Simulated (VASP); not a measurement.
**Sn3O2: single point with PBE**

Sn3O2:

```
CELL_PARAMETERS angstrom
3.10001 1.78979 5.64249
-3.10001 1.78979 5.64249
0.00000 -3.57959 5.64249
ATOMIC_POSITIONS crystal
Sn 0.05625 0.44375 0.75000
Sn 0.75000 0.05625 0.44375
Sn 0.44375 0.75000 0.05625
Sn 0.94375 0.55625 0.25000
Sn 0.25000 0.94375 0.55625
Sn 0.55625 0.25000 0.94375
O 0.85218 0.85218 0.85218
O 0.64782 0.64782 0.64782
O 0.14782 0.14782 0.14782
O 0.35218 0.35218 0.35218
```

```yaml
Program: VASP 6.6.1
Task: single point
Functional: PBE
Potentials_or_basis: VASP PAW PBE potentials, release 64 (Sn_d, O)
Cutoff: 520 eV
k_mesh: 6 × 6 × 6
Occupations: gaussian, width 0.1 eV
Spin: no spin polarisation
```

- Pressure: 4.9 GPa
- Largest force: 0.788 eV/Å
- Band gap on the k mesh: zero (bands 54 and 55 overlap by 0.56 eV)

Forces in eV/Å, atoms in the order of the input:
```
Sn   0.788  0.000  0.000
Sn  -0.394  0.683  0.000
Sn  -0.394 -0.683  0.000
Sn  -0.788  0.000  0.000
Sn   0.394 -0.683  0.000
Sn   0.394  0.683  0.000
O    0.000  0.000 -0.350
O    0.000  0.000  0.350
O    0.000  0.000  0.350
O    0.000  0.000 -0.350
```

Stress tensor (GPa, compression positive):
```
4.98 0.00 0.00
0.00 4.98 0.00
0.00 0.00 4.73
```

Levels at points of the mesh, in eV from the Fermi level:
```csv
k point,band 52,band 53,band 54,band 55,band 56,band 57
"(0.00, 0.00, 0.00)",-0.38,-0.35,-0.25,-0.25,0.97,1.88
"(0.50, 0.00, 0.00)",-1.66,-0.54,-0.54,0.24,0.24,1.49
"(0.50, 0.50, 0.00)",-0.56,-0.43,-0.37,1.15,1.32,1.82
"(0.50, 0.50, 0.50)",-1.69,-0.40,-0.40,0.34,0.34,0.34
```

Run time: 9 min on 1 thread of Intel(R) Xeon(R) Platinum 8375C CPU @ 2.90GHz (Ice Lake), with other jobs on the host, peak memory 0.49 GiB.

Caveat: the cell stands under pressure; semilocal functionals underestimate gaps, so a narrow gap can read as zero; spin-orbit coupling is left out, which moves the levels of the heavy elements.
